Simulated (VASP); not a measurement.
# Lu2Sc3N (P-6m2) in VASP: a series of runs, part 2 of 2

VASP 6.6.1. Earlier steps stand in the parts before.

## (3) Single point, PBE

This run uses another cell than the first one, of 17.95 Å³/atom.

File INCAR:

```
PREC = Accurate
ENCUT = 520
EDIFF = 1E-6
ISMEAR = 0
SIGMA = 0.1
LREAL = F
LASPH = T
NELM = 60
ALGO = Normal
ISIF = 2
LWAVE = F
LCHARG = T
GGA = PE
LELF = T
LVHAR = T
NBANDS = 53
```

File KPOINTS:

```
regular mesh
0
Gamma
  6 6 2
```

File POSCAR:

```
Lu2Sc3N
1.0
    4.0521405200      0.0000000000      0.0000000000
   -2.0260702600      3.5092566300      0.0000000000
    0.0000000000      0.0000000000      7.5737419500
Lu Sc N
2 3 1
Direct
    0.6666666700      0.3333333300      0.2354539900
    0.6666666700      0.3333333300      0.7645460100
    0.0000000000      0.0000000000      0.5000000000
    0.3333333300      0.6666666700      0.0000000000
    0.3333333300      0.6666666700      0.5000000000
    0.0000000000      0.0000000000      0.0000000000
```

Potentials or basis: VASP PAW PBE potentials, release 64 (Lu, Sc_sv, N).

Launch:

```sh
$ cat potpaw_PBE.64/Lu/POTCAR potpaw_PBE.64/Sc_sv/POTCAR potpaw_PBE.64/N/POTCAR > POTCAR
$ mpirun -np 1 vasp_std > vasp.out
```

OUTCAR:

```text
PREC = Accurate
   ENCUT = 520
   EDIFF = 1E-6
   ISMEAR = 0
   LREAL = F
   LASPH = T
   NELM = 60
   ISIF = 2
   GGA = PE

 ion  position               nearest neighbor table
   1  0.667  0.333  0.235-   4 2.94   4 2.94   4 2.94   5 3.08   3 3.08   5 3.08   3 3.08   3 3.08
                             5 3.08   2 3.57
   2  0.667  0.333  0.765-   4 2.94   4 2.94   4 2.94   5 3.08   3 3.08   5 3.08   3 3.08   3 3.08
                             5 3.08   1 3.57
   3  0.000  0.000  0.500-   5 2.34   5 2.34   5 2.34   1 3.08   2 3.08   2 3.08   1 3.08   2 3.08
                             1 3.08
   4  0.333  0.667  0.000-   6 2.34   6 2.34   6 2.34   1 2.94   2 2.94   1 2.94   2 2.94   1 2.94
                             2 2.94
   5  0.333  0.667  0.500-   3 2.34   3 2.34   3 2.34   1 3.08   2 3.08   1 3.08   2 3.08   1 3.08
                             2 3.08
   6  0.000  0.000  0.000-   4 2.34   4 2.34   4 2.34

  LATTYP: Found a hexagonal cell.
 ALAT       =     4.0521405200
 C/A-ratio  =     1.8690718924

  Lattice vectors:

 A1 = (   4.0521405200,   0.0000000000,   0.0000000000)
 A2 = (  -2.0260702600,   3.5092566300,   0.0000000000)
 A3 = (   0.0000000000,   0.0000000000,   7.5737419500)

[... 175 lines left out ...]
 fundamental gap:      0.0408094759
 Fermi energy:         4.6593603973

 k-point     1 :       0.0000    0.0000    0.0000
  band No.  band energies     occupation
      1     -51.3420      2.00000
      2     -51.3368      2.00000
      3     -44.8762      2.00000
      4     -44.1380      2.00000
      5     -43.1135      2.00000
      6     -23.6118      2.00000
[... 773 lines left out ...]
     52       6.9346      0.00000
     53       7.2248      0.00000

------------------------ aborting loop because EDIFF is reached ----------------------------------------

  FORCE on cell =-STRESS in cart. coord.  units (eV):
  Direction    XX          YY          ZZ          XY          YZ          ZX
  --------------------------------------------------------------------------------------
  -------------------------------------------------------------------------------------
  Total        8.4028807      8.4028807      8.4633359      0.0000000      0.0000000      0.0000000
  in kB      125.0053636    125.0053636    125.9047258      0.0000000      0.0000000      0.0000000
  external PRESSURE =     125.3051510 kB  Pullay stress =       0.0000000 kB

 VOLUME and BASIS-vectors are now :
 -----------------------------------------------------------------------------
  energy-cutoff  :      520.00
  volume of cell :      107.70
      direct lattice vectors                 reciprocal lattice vectors
     4.052140520  0.000000000  0.000000000     0.246783150  0.142480318  0.000000000
    -2.026070260  3.509256630  0.000000000     0.000000000  0.284960636  0.000000000
     0.000000000  0.000000000  7.573741950     0.000000000  0.000000000  0.132035130

 POSITION                                       TOTAL-FORCE (eV/Angst)
 -----------------------------------------------------------------------------------
      2.02607      1.16975      1.78327        -0.000000      0.000000     -0.119356
      2.02607      1.16975      5.79047        -0.000000     -0.000000      0.119356
      0.00000      0.00000      3.78687         0.000000     -0.000000      0.000000
     -0.00000      2.33950      0.00000        -0.000000     -0.000000      0.000000
     -0.00000      2.33950      3.78687         0.000000     -0.000000      0.000000
      0.00000      0.00000      0.00000        -0.000000     -0.000000      0.000000
 -----------------------------------------------------------------------------------
    total drift:                               -0.000066      0.000038      0.000000

  FREE ENERGIE OF THE ION-ELECTRON SYSTEM (eV)
  ---------------------------------------------------
  free  energy   TOTEN  =       -32.3244837323 eV

  energy  without entropy=      -32.2857181476  energy(sigma->0) =      -32.30510094
```

OSZICAR:

```text
N       E                     dE             d eps       ncg     rms          rms(c)
DAV:   1     0.112794395796E+04    0.11279E+04   -0.35464E+04  2236   0.485E+03
DAV:   2     0.155105432919E+03   -0.97284E+03   -0.93958E+03  1860   0.951E+02
DAV:   3    -0.105787112556E+02   -0.16568E+03   -0.16044E+03  2085   0.331E+02
DAV:   4    -0.344364903371E+02   -0.23858E+02   -0.23158E+02  2608   0.100E+02
DAV:   5    -0.370799315899E+02   -0.26434E+01   -0.26153E+01  2872   0.275E+01    0.206E+01
DAV:   6    -0.339072954494E+02    0.31726E+01   -0.48532E+01  2584   0.468E+01    0.114E+01
DAV:   7    -0.335160925126E+02    0.39120E+00   -0.44373E+01  2272   0.298E+01    0.801E+00
DAV:   8    -0.325916222686E+02    0.92447E+00   -0.59184E+00  2632   0.131E+01    0.467E+00
DAV:   9    -0.323217003112E+02    0.26992E+00   -0.12929E+00  2232   0.785E+00    0.141E+00
DAV:  10    -0.323239385084E+02   -0.22382E-02   -0.12642E-01  2568   0.260E+00    0.767E-01
DAV:  11    -0.323247332825E+02   -0.79477E-03   -0.30289E-02  2520   0.131E+00    0.249E-01
DAV:  12    -0.323245912304E+02    0.14205E-03   -0.71222E-03  2296   0.903E-01    0.155E-01
DAV:  13    -0.323245543989E+02    0.36832E-04   -0.22132E-03  2376   0.351E-01    0.627E-02
DAV:  14    -0.323244920134E+02    0.62386E-04   -0.31478E-04  2544   0.166E-01    0.247E-02
DAV:  15    -0.323244866361E+02    0.53772E-05   -0.15425E-04  2576   0.651E-02    0.131E-02
DAV:  16    -0.323244840651E+02    0.25710E-05   -0.27337E-05  2160   0.326E-02    0.514E-03
DAV:  17    -0.323244837323E+02    0.33285E-06   -0.19630E-06  1280   0.151E-02
   1 F= -.32324484E+02 E0= -.32305101E+02  d E =-.387656E-01
```

Wall time 51 s (1 thread of AMD EPYC 9R45 (Zen 5), shared host); peak memory 0.23 GiB.

Results:

```yaml
Free_energy: -32.3245 eV
Pressure: 12.5 GPa
Largest_force: 0.119 eV/Å
Band_gap_on_the_k_mesh: zero (bands 44 and 45 overlap by 0.26 eV)
```

Forces in eV/Å, atoms in the order of the input:
```
Lu   0.000  0.000 -0.119
Lu   0.000  0.000  0.119
Sc   0.000  0.000  0.000
Sc   0.000  0.000  0.000
Sc   0.000  0.000  0.000
N    0.000  0.000  0.000
```

Stress tensor (GPa, compression positive):
```
12.50  0.00  0.00
 0.00 12.50  0.00
 0.00  0.00 12.59
```

Caveat: the k points lie up to 0.41 Å⁻¹ apart; spin-orbit coupling is left out, which moves the levels of the heavy elements.

## (4) Relaxation of cell and atoms, PBE

This run uses another cell than the first one, of 17.95 Å³/atom.

File INCAR:

```
ALGO = Normal
EDIFF = 1E-6
EDIFFG = -0.04
ENCUT = 600
GGA = PE
IBRION = 2
ISIF = 3
ISMEAR = 0
LASPH = T
LCHARG = F
LREAL = F
LWAVE = F
NELM = 60
NSW = 90
PREC = Accurate
SIGMA = 0.1
```

File KPOINTS:

```
k-points
0
Gamma
  6 6 2
```

POSCAR is that of step 3.

Launch:

```sh
$ cat potpaw_PBE.64/Lu/POTCAR potpaw_PBE.64/Sc_sv/POTCAR potpaw_PBE.64/N/POTCAR > POTCAR
$ mpirun -np 1 vasp_std > vasp.out
```

Wall time 18 min (1 thread of AMD EPYC 9R45 (Zen 5), shared host); peak memory 0.29 GiB.

It converged, with:

| Quantity | Value |
| --- | --- |
| Free energy | -33.2033 eV |
| Relaxed volume | 22.02 Å³/atom |
| Relaxed cell | a = 4.061 Å, b = 4.061 Å, c = 9.250 Å, α = 90.00°, β = 90.00°, γ = 120.00° |
| Space group after relaxing (to 0.1 Å) | P-6m2 (No. 187) |
| Energy gained by relaxing | 145.9 meV/atom |
| Ionic steps | 25 |
| Pressure after relaxing | 0.0 GPa |
| Band gap on the k mesh | zero (bands 44 and 45 overlap by 0.24 eV) |

Stress tensor (GPa, compression positive):
```
-0.08  0.00  0.00
 0.00 -0.08  0.00
 0.00  0.00  0.16
```

The path:
```
step  energy change (eV)  largest force (eV/Å)  pressure (GPa)  volume (Å³)
   1              0.0000                0.1192           12.51       107.70
   2             -0.7031                0.2633           -0.98       131.05
   3             -0.7115                0.2346            0.03       128.35
   4             -0.7114                0.2399           -0.11       128.78
   5             -0.7185                0.1916           -0.06       128.94
   6             -0.7353                0.0411           -0.16       129.40
   7             -0.7456                0.2616           -0.05       130.25
   8             -0.7517                0.2894           -0.01       130.35
   9             -0.7713                0.3639            0.11       130.59
  10             -0.8099                0.4501            0.53       130.89
  11             -0.8155                0.5077            1.92       130.81
  12             -0.8301                0.4895            1.23       130.95
  13             -0.8461                0.3929            0.83       132.17
  14             -0.8562                0.2353            0.18       134.36
  15             -0.8563                0.2459            0.21       134.20
  16             -0.8591                0.2322            0.13       134.18
  17             -0.8654                0.1889           -0.05       134.10
  18             -0.8692                0.1133           -0.43       133.90
  19             -0.8739                0.0686           -0.03       132.40
  20             -0.8743                0.0573            0.09       131.96
  21             -0.8744                0.0527            0.07       131.80
  22             -0.8743                0.0418            0.23       131.48
  23             -0.8744                0.0467            0.15       131.69
  24             -0.8744                0.0492            0.16       131.74
  25             -0.8753                0.0016            0.00       132.09
```

Final structure:
```
Lu Sc N
1.0
     4.06065    0.00000    0.00000
    -2.03033    3.51663    0.00000
     0.00000    0.00000    9.25019
Lu Sc N
2 3 1
Direct
  0.66667 0.33333 0.25033
  0.66667 0.33333 0.74967
  0.00000 0.00000 0.50000
  0.33333 0.66667 0.00000
  0.33333 0.66667 0.50000
  0.00000 0.00000 0.00000
```

Levels at points of the mesh, in eV from the Fermi level:
| k point | band 41 | band 42 | band 43 | band 44 | band 45 | band 46 | band 47 | band 48 |
| --- | --- | --- | --- | --- | --- | --- | --- | --- |
| (0.00, 0.00, 0.00) | -1.02 | -0.08 | -0.08 | -0.02 | 0.51 | 0.51 | 1.11 | 1.11 |
| (0.50, 0.00, 0.00) | -1.37 | -1.15 | -0.53 | 0.02 | 0.09 | 0.15 | 0.71 | 0.73 |
| (0.00, 0.00, 0.50) | -0.99 | 0.11 | 0.11 | 0.16 | 0.36 | 0.36 | 0.80 | 0.80 |
| (0.50, 0.00, 0.50) | -1.24 | -0.94 | -0.49 | -0.48 | 0.06 | 0.08 | 0.70 | 0.74 |

Caveat: the k points lie up to 0.34 Å⁻¹ apart in the final cell; the volume moved by over 15 % at a fixed basis, so the end points are rough; spin-orbit coupling is left out, which moves the levels of the heavy elements.

## (5) Single point, PBE

This run uses another cell than the first one, of 22.17 Å³/atom.

File INCAR:

```
SYSTEM = Lu2Sc3N
  ALGO = Normal
  EDIFF = 1E-6
  ENCUT = 520
  GGA = PE
  ISIF = 2
  ISMEAR = 0
  LASPH = .TRUE.
  LCHARG = .FALSE.
  LREAL = .FALSE.
  LWAVE = .FALSE.
  NBANDS = 53
  NELM = 100
  PREC = Accurate
  SIGMA = 0.1
```

File KPOINTS:

```
k-points
0
G
  12 12 4
  0 0 0
```

File POSCAR:

```
Lu2Sc3N
1.0
    4.0101519817      0.0000000000      0.0000000000
   -2.0050759909      3.4728934892      0.0000000000
    0.0000000000      0.0000000000      9.5526603449
Lu Sc N
2 3 1
Direct
    0.6666666667      0.3333333333      0.2537517964
    0.6666666667      0.3333333333      0.7462482036
    0.0000000000      0.0000000000      0.5000000000
    0.3333333333      0.6666666667      0.0000000000
    0.3333333333      0.6666666667      0.5000000000
    0.0000000000      0.0000000000      0.0000000000
```

Potentials or basis: VASP PAW PBE potentials, release 64 (Lu, Sc_sv, N).

Launch:

```sh
$ cat potpaw_PBE.64/Lu/POTCAR potpaw_PBE.64/Sc_sv/POTCAR potpaw_PBE.64/N/POTCAR > POTCAR
$ mpirun -np 1 vasp_std > vasp.out
```

OUTCAR:

```text
SYSTEM = Lu2Sc3N
   EDIFF = 1E-6
   ENCUT = 520
   GGA = PE
   ISIF = 2
   ISMEAR = 0
   LASPH = .TRUE.
   LREAL = .FALSE.
   NELM = 100
   PREC = Accurate

 ion  position               nearest neighbor table
   1  0.667  0.333  0.254-   5 3.30   5 3.30   3 3.30   3 3.30   3 3.30   5 3.30   4 3.35   4 3.35
                             4 3.35
   2  0.667  0.333  0.746-   5 3.30   5 3.30   3 3.30   3 3.30   3 3.30   5 3.30   4 3.35   4 3.35
                             4 3.35
   3  0.000  0.000  0.500-   5 2.32   5 2.32   5 2.32   1 3.30   2 3.30   2 3.30   1 3.30   2 3.30
                             1 3.30
   4  0.333  0.667  0.000-   6 2.32   6 2.32   6 2.32   1 3.35   2 3.35   1 3.35   2 3.35   1 3.35
                             2 3.35
   5  0.333  0.667  0.500-   3 2.32   3 2.32   3 2.32   1 3.30   2 3.30   1 3.30   2 3.30   1 3.30
                             2 3.30
   6  0.000  0.000  0.000-   4 2.32   4 2.32   4 2.32

  LATTYP: Found a hexagonal cell.
 ALAT       =     4.0101519817
 C/A-ratio  =     2.3821192784

  Lattice vectors:

 A1 = (   4.0101519817,   0.0000000000,   0.0000000000)
 A2 = (  -2.0050759909,   3.4728934892,   0.0000000000)
[... 189 lines left out ...]
 fundamental gap:      0.0041890473
 Fermi energy:         3.4498263543

 k-point     1 :       0.0000    0.0000    0.0000
  band No.  band energies     occupation
      1     -53.1129      2.00000
      2     -53.1127      2.00000
      3     -46.6782      2.00000
      4     -45.6685      2.00000
      5     -44.5714      2.00000
      6     -25.3544      2.00000
[... 1333 lines left out ...]
     52       5.6051      0.00000
     53       5.7678      0.00000

 [... further k-points ...]

------------------------ aborting loop because EDIFF is reached ----------------------------------------

  FORCE on cell =-STRESS in cart. coord.  units (eV):
  Direction    XX          YY          ZZ          XY          YZ          ZX
  --------------------------------------------------------------------------------------
  -------------------------------------------------------------------------------------
  Total        0.3553897      0.3553897      0.0977754     -0.0000000      0.0000000     -0.0000000
  in kB        4.2799507      4.2799507      1.1775074     -0.0000000      0.0000000     -0.0000000
  external PRESSURE =       3.2458030 kB  Pullay stress =       0.0000000 kB

 VOLUME and BASIS-vectors are now :
 -----------------------------------------------------------------------------
  energy-cutoff  :      520.00
  volume of cell :      133.04
      direct lattice vectors                 reciprocal lattice vectors
     4.010151982  0.000000000  0.000000000     0.249367107  0.143972167  0.000000000
    -2.005075991  3.472893489  0.000000000     0.000000000  0.287944333  0.000000000
     0.000000000  0.000000000  9.552660345     0.000000000  0.000000000  0.104682880

 POSITION                                       TOTAL-FORCE (eV/Angst)
 -----------------------------------------------------------------------------------
      2.00508      1.15763      2.42400         0.000000     -0.000000     -0.014581
      2.00508      1.15763      7.12866         0.000000      0.000000      0.014581
      0.00000      0.00000      4.77633         0.000000     -0.000000      0.000000
     -0.00000      2.31526      0.00000         0.000000     -0.000000      0.000000
     -0.00000      2.31526      4.77633        -0.000000     -0.000000      0.000000
      0.00000      0.00000      0.00000         0.000000     -0.000000      0.000000
 -----------------------------------------------------------------------------------
    total drift:                               -0.000001      0.000000      0.000000

  FREE ENERGIE OF THE ION-ELECTRON SYSTEM (eV)
  ---------------------------------------------------
  free  energy   TOTEN  =       -33.2296413802 eV

  energy  without entropy=      -33.1919452334  energy(sigma->0) =      -33.21079331
```

OSZICAR:

```text
N       E                     dE             d eps       ncg     rms          rms(c)
DAV:   1     0.116704869856E+04    0.11670E+04   -0.35698E+04  9055   0.476E+03
DAV:   2     0.154974879566E+03   -0.10121E+04   -0.97448E+03  7938   0.976E+02
DAV:   3    -0.140651381370E+02   -0.16904E+03   -0.16378E+03  8737   0.330E+02
DAV:   4    -0.377774564443E+02   -0.23712E+02   -0.23022E+02 10620   0.936E+01
DAV:   5    -0.401698454300E+02   -0.23924E+01   -0.23659E+01 11268   0.259E+01    0.202E+01
DAV:   6    -0.348571972009E+02    0.53126E+01   -0.69863E+01 10692   0.500E+01    0.111E+01
DAV:   7    -0.342885786376E+02    0.56862E+00   -0.39979E+01  8980   0.276E+01    0.699E+00
DAV:   8    -0.333987166308E+02    0.88986E+00   -0.50881E+00 10156   0.114E+01    0.379E+00
DAV:   9    -0.332461204823E+02    0.15260E+00   -0.16513E+00  9036   0.631E+00    0.129E+00
DAV:  10    -0.332284950468E+02    0.17625E-01   -0.25818E-01  8814   0.294E+00    0.860E-01
DAV:  11    -0.332301478698E+02   -0.16528E-02   -0.44681E-02 11516   0.122E+00    0.307E-01
DAV:  12    -0.332296352502E+02    0.51262E-03   -0.11225E-02 10468   0.561E-01    0.120E-01
DAV:  13    -0.332297203226E+02   -0.85072E-04   -0.22930E-03  9892   0.263E-01    0.612E-02
DAV:  14    -0.332296476800E+02    0.72643E-04   -0.60495E-04 10588   0.133E-01    0.168E-02
DAV:  15    -0.332296440510E+02    0.36290E-05   -0.58175E-05 10444   0.507E-02    0.879E-03
DAV:  16    -0.332296418927E+02    0.21583E-05   -0.12070E-05  8476   0.217E-02    0.588E-03
DAV:  17    -0.332296413802E+02    0.51250E-06   -0.27205E-06  6188   0.115E-02
   1 F= -.33229641E+02 E0= -.33210793E+02  d E =-.376961E-01
```

stdout:

```text
POSCAR found type information on POSCAR LuScN
 POSCAR found :  3 types and       6 ions
 scaLAPACK will be used
 LDA part: xc-table for (Slater+PW92), standard interpolation
 POSCAR, INCAR and KPOINTS ok, starting setup
 FFT: planning ... GRIDC
 FFT: planning ... GRID_SOFT
 FFT: planning ... GRID
 WAVECAR not read
 entering main loop
```

It took 3.9 min on 1 thread of AMD EPYC 9R45 (Zen 5), shared host; peak memory 0.46 GiB.

What came out:

| Item | Value |
| --- | --- |
| Free energy | -33.2296 eV |
| Pressure | 0.3 GPa |
| Largest force | 0.015 eV/Å |
| Band gap on the k mesh | zero (bands 44 and 45 overlap by 0.41 eV) |

Forces in eV/Å, atoms in the order of the input:
```
Lu   0.000  0.000 -0.015
Lu   0.000  0.000  0.015
Sc   0.000  0.000  0.000
Sc   0.000  0.000  0.000
Sc   0.000  0.000  0.000
N    0.000  0.000  0.000
```

Stress tensor (GPa, compression positive):
```
0.43 0.00 0.00
0.00 0.43 0.00
0.00 0.00 0.12
```

Levels at points of the mesh, in eV from the Fermi level:
| k point | band 41 | band 42 | band 43 | band 44 | band 45 | band 46 | band 47 | band 48 |
| --- | --- | --- | --- | --- | --- | --- | --- | --- |
| (0.00, 0.00, 0.00) | -1.23 | -0.02 | 0.00 | 0.00 | 0.59 | 0.59 | 1.16 | 1.16 |
| (0.50, 0.00, 0.00) | -1.33 | -1.16 | -0.57 | -0.04 | 0.04 | 0.10 | 0.69 | 0.72 |
| (0.00, 0.00, 0.50) | -1.16 | 0.13 | 0.13 | 0.29 | 0.47 | 0.47 | 0.92 | 0.92 |
| (0.50, 0.00, 0.50) | -1.21 | -1.00 | -0.53 | -0.49 | 0.04 | 0.05 | 0.73 | 0.75 |

Caveat: spin-orbit coupling is left out, which moves the levels of the heavy elements.

## (6) The runs side by side

```csv
task,cell,k mesh,cutoff (eV),gap on the mesh (eV),pressure (GPa),largest force (eV/Å)
single point,"a = 4.020, b = 4.020, c = 9.434 Å, angles 90.0, 90.0, 120.0°, 6 atoms, atomic positions A",6 × 6 × 2,520,none,0.5,0.02
single point,"a = 4.052, b = 4.052, c = 7.574 Å, angles 90.0, 90.0, 120.0°, 6 atoms, atomic positions B",6 × 6 × 2,520,none,12.5,0.12
relaxation of cell and atoms,"relaxed from a = 4.052, b = 4.052, c = 7.574 Å, angles 90.0, 90.0, 120.0°, 6 atoms, atomic positions B",6 × 6 × 2,600,none,0.0,-
single point,"a = 4.010, b = 4.010, c = 9.553 Å, angles 90.0, 90.0, 120.0°, 6 atoms, atomic positions C",12 × 12 × 4,520,none,0.3,0.01
```

Alike in all rows: level PBE; potentials or basis VASP PAW PBE potentials, release 64 (Lu, Sc_sv, N); no spin polarisation; smearing gaussian 0.1 eV.

Caveats: some runs use coarse meshes; spin-orbit coupling is left out, which moves the levels of the heavy elements; the volume moved by over 15 % at a fixed basis, so the end points are rough (at least some runs).

Absolute energies hang on the potentials; compare differences alone.

The gap in the log of VASP goes by the Fermi energy; the results here count the filled bands.